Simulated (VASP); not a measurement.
# C (P6mm) in VASP: notebook, part 2 of 2

VASP 6.6.1. The steps go on from the part before.

### 3 Relaxation of cell and atoms, PBE

INCAR reads:

```
  ALGO = Normal
  EDIFF = 1E-6
  EDIFFG = -0.04
  ENCUT = 600
  GGA = PE
  IBRION = 2
  ISIF = 3
  ISMEAR = 0
  LASPH = True
  LCHARG = False
  LREAL = False
  LWAVE = False
  NELM = 60
  NSW = 90
  PREC = Accurate
  SIGMA = 0.1
```

KPOINTS reads:

```
k-points
0
Gamma
  6 6 6
```

POSCAR reads:

```
C
1.0
    3.2084004900      0.0000000000      0.0000000000
   -1.6042002400      2.7785563300      0.0000000000
    0.0000000000      0.0000000000      2.8652681600
C
4
Direct
    0.5000000000      0.0000000000      0.2534999100
    0.0000000000      0.5000000000      0.2534999100
    0.5000000000      0.5000000000      0.2534999100
    0.0000000000      0.0000000000      0.5864691200
```

Potentials or basis: VASP PAW PBE potentials, release 64 (C).

Run with:

```sh
$ cat potpaw_PBE.64/C/POTCAR > POTCAR
$ mpirun -np 1 vasp_std > vasp.out
```

It took 2.2 min on 1 thread of Intel Xeon 8259CL, shared host; peak memory 0.14 GiB.

It converged, with:

```yaml
Free_energy: -22.0140 eV
Relaxed_volume: 7.88 Å³/atom
Relaxed_cell: a = 3.234 Å, b = 3.234 Å, c = 3.479 Å, α = 90.00°, β = 90.00°, γ = 120.00°
Space_group_after_relaxing_to_0.1_Å: P6mm (No. 183)
Energy_gained_by_relaxing: 180.2 meV/atom
Ionic_steps: 11
Pressure_after_relaxing: 0.0 GPa
Largest_force_after_relaxing: 0.038 eV/Å
Band_gap_on_the_k_mesh: zero (bands 8 and 9 overlap by 2.43 eV)
```

Forces on the atoms (eV/Å):
```
C    0.000  0.000 -0.013
C    0.000  0.000 -0.013
C    0.000  0.000 -0.013
C    0.000  0.000  0.038
```

Stress tensor (GPa, compression positive):
```
 0.28  0.00  0.00
 0.00  0.28  0.00
 0.00  0.00 -0.57
```

The path:
| step | energy change (eV) | largest force (eV/Å) | pressure (GPa) | volume (Å³) |
| --- | --- | --- | --- | --- |
| 1 | 0.0000 | 1.2212 | 33.47 | 25.54 |
| 2 | -0.3652 | 0.3116 | -7.50 | 30.80 |
| 3 | -0.3981 | 0.5760 | -0.53 | 29.44 |
| 4 | -0.5145 | 0.4221 | -1.14 | 30.04 |
| 5 | -0.6261 | 0.3883 | -2.40 | 30.76 |
| 6 | -0.7168 | 0.0100 | -1.95 | 32.06 |
| 7 | -0.7167 | 0.0374 | -1.99 | 32.01 |
| 8 | -0.7152 | 0.1186 | 2.64 | 31.21 |
| 9 | -0.7191 | 0.0711 | -0.02 | 31.66 |
| 10 | -0.7196 | 0.0613 | -0.03 | 31.62 |
| 11 | -0.7209 | 0.0381 | -0.01 | 31.50 |

Final structure:
```
C
1.0
     3.23359    0.00000    0.00000
    -1.61680    2.80037    0.00000
     0.00000    0.00000    3.47883
C
4
Direct
  0.50000 0.00000 0.22925
  0.00000 0.50000 0.22925
  0.50000 0.50000 0.22925
  0.00000 0.00000 0.65921
```

Levels at points of the mesh, in eV from the Fermi level:
| k point | band 4 | band 5 | band 6 | band 7 | band 8 | band 9 | band 10 | band 11 | band 12 |
| --- | --- | --- | --- | --- | --- | --- | --- | --- | --- |
| (0.00, 0.00, 0.00) | -7.12 | -6.37 | -6.37 | -2.48 | -2.48 | 2.08 | 2.08 | 2.33 | 4.06 |
| (0.50, 0.00, 0.00) | -8.04 | -4.90 | -4.56 | -3.30 | -1.00 | 1.33 | 2.65 | 2.91 | 3.78 |
| (0.00, 0.00, 0.50) | -5.91 | -5.91 | -2.16 | -2.16 | -2.15 | -0.14 | 0.65 | 0.65 | 3.15 |
| (0.50, 0.00, 0.50) | -8.53 | -7.47 | -7.34 | -1.39 | -0.50 | 2.62 | 2.99 | 3.30 | 5.24 |

Caveat: the k points lie up to 0.37 Å⁻¹ apart in the final cell, too coarse for converged energies and pressures of a metal; the volume moved by over 15 % at a fixed basis, so the end points are rough.

### 4 Single point, PBE, collinear spin

INCAR reads:

```
PREC = Accurate
ENCUT = 520
EDIFF = 1E-7
ISMEAR = 0
SIGMA = 0.1
LREAL = False
LASPH = True
NELM = 150
ALGO = Normal
ISIF = 2
LWAVE = False
LCHARG = False
ISPIN = 2
MAGMOM = 1 1 1 1
LORBIT = 11
GGA = PE
NBANDS = 20
```

KPOINTS reads:

```
regular mesh
0
Gamma
  6 6 6
```

POSCAR is that of step 3.

Potentials or basis: VASP PAW PBE potentials, release 64 (C).

Run with:

```sh
$ cat potpaw_PBE.64/C/POTCAR > POTCAR
$ mpirun -np 1 vasp_std > vasp.out
```

OUTCAR:

```text
PREC = Accurate
   ENCUT = 520
   EDIFF = 1E-7
   ISMEAR = 0
   LREAL = False
   LASPH = True
   NELM = 150
   ISIF = 2
   ISPIN = 2
   LORBIT = 11
   GGA = PE

 ion  position               nearest neighbor table
   1  0.500  0.000  0.253-   3 1.60   3 1.60   2 1.60   2 1.60   4 1.87   4 1.87
   2  0.000  0.500  0.253-   3 1.60   3 1.60   1 1.60   1 1.60   4 1.87   4 1.87
   3  0.500  0.500  0.253-   1 1.60   1 1.60   2 1.60   2 1.60   4 1.87   4 1.87
   4  0.000  0.000  0.586-   2 1.87   2 1.87   1 1.87   1 1.87   3 1.87   3 1.87

  LATTYP: Found a hexagonal cell.
 ALAT       =     3.2084004900
 C/A-ratio  =     0.8930519020

  Lattice vectors:

 A1 = (   3.2084004900,   0.0000000000,   0.0000000000)
 A2 = (  -1.6042002400,   2.7785563300,   0.0000000000)
 A3 = (   0.0000000000,   0.0000000000,   2.8652681600)

Analysis of symmetry for initial positions (statically):
[... 1313 lines left out ...]
------------------------ aborting loop because EDIFF is reached ----------------------------------------

  FORCE on cell =-STRESS in cart. coord.  units (eV):
  Direction    XX          YY          ZZ          XY          YZ          ZX
  --------------------------------------------------------------------------------------
  -------------------------------------------------------------------------------------
  Total        5.6839865      5.6839865      4.8105682      0.0000000     -0.0000000     -0.0000000
  in kB      356.5254731    356.5254731    301.7407092      0.0000006     -0.0000000     -0.0000000
  external PRESSURE =     338.2638852 kB  Pullay stress =       0.0000000 kB

 VOLUME and BASIS-vectors are now :
 -----------------------------------------------------------------------------
  energy-cutoff  :      520.00
  volume of cell :       25.54
      direct lattice vectors                 reciprocal lattice vectors
     3.208400490  0.000000000  0.000000000     0.311681788  0.179949563  0.000000000
    -1.604200240  2.778556330  0.000000000     0.000000000  0.359899128  0.000000000
     0.000000000  0.000000000  2.865268160     0.000000000  0.000000000  0.349007473

 POSITION                                       TOTAL-FORCE (eV/Angst)
 -----------------------------------------------------------------------------------
      1.60420      0.00000      0.72635        -0.000000      0.000000     -0.406500
     -0.80210      1.38928      0.72635         0.000000      0.000000     -0.406500
      0.80210      1.38928      0.72635         0.000000      0.000000     -0.406500
      0.00000      0.00000      1.68039         0.000000     -0.000000      1.219501
 -----------------------------------------------------------------------------------
    total drift:                               -0.000000     -0.000000      0.000177

  FREE ENERGIE OF THE ION-ELECTRON SYSTEM (eV)
  ---------------------------------------------------
  free  energy   TOTEN  =       -21.2880660068 eV

  energy  without entropy=      -21.2829561771  energy(sigma->0) =      -21.28551109

 total charge

# of ion       s       p       d       tot
------------------------------------------
    1        0.886   1.496   0.000   2.382
    2        0.886   1.496   0.000   2.382
    3        0.886   1.496   0.000   2.382
    4        1.033   1.118   0.000   2.152
--------------------------------------------------
tot          3.692   5.606   0.000   9.298

 magnetization (x)

# of ion       s       p       d       tot
------------------------------------------
    1        0.000  -0.000   0.000  -0.000
    2        0.000  -0.000   0.000  -0.000
    3        0.000  -0.000   0.000  -0.000
    4        0.000  -0.000   0.000  -0.000
--------------------------------------------------
tot          0.000  -0.000   0.000  -0.000
```

Run time: 42 s. Hardware: 1 thread of Intel Xeon 8259CL, shared host; peak memory 0.15 GiB.

What came out:

```
Free energy                                           : -21.2881 eV
Pressure                                              : 33.8 GPa
Largest force                                         : 1.220 eV/Å
Band gap on the k mesh                                : zero (filled and empty bands overlap)
Net moment                                            : 0.00 μB per cell
Valence electrons inside the program's atomic spheres : C 2.38, 2.15 (each value once)
```

Forces on the atoms (eV/Å):
```
C    0.000  0.000 -0.406
C    0.000  0.000 -0.406
C    0.000  0.000 -0.406
C    0.000  0.000  1.220
```

Stress tensor (GPa, compression positive):
```
35.65  0.00  0.00
 0.00 35.65  0.00
 0.00  0.00 30.17
```

Caveat: the k points lie up to 0.38 Å⁻¹ apart, too coarse for converged energies and pressures of a metal; forces of over 1 eV/Å act on the atoms, so gaps and moduli don't describe the material at rest.

### 5 Summary

```tsv
task	spin	cell	cutoff (eV)	gap on the mesh (eV)	pressure (GPa)	largest force (eV/Å)
single point	off	as given	520	none	33.8	1.22
relaxation of cell and atoms	off	relaxed	600	none	0.0	0.04
single point	collinear	as given	520	none	33.8	1.22
```

Alike in all rows: level PBE; potentials or basis VASP PAW PBE potentials, release 64 (C); k mesh 6 × 6 × 6; smearing gaussian 0.1 eV.

Caveats: all runs use coarse meshes; forces of over 1 eV/Å act on the atoms, so gaps and moduli don't describe the material at rest (at least some runs); the volume moved by over 15 % at a fixed basis, so the end points are rough (at least some runs).

Absolute energies hang on the potentials; compare differences alone.
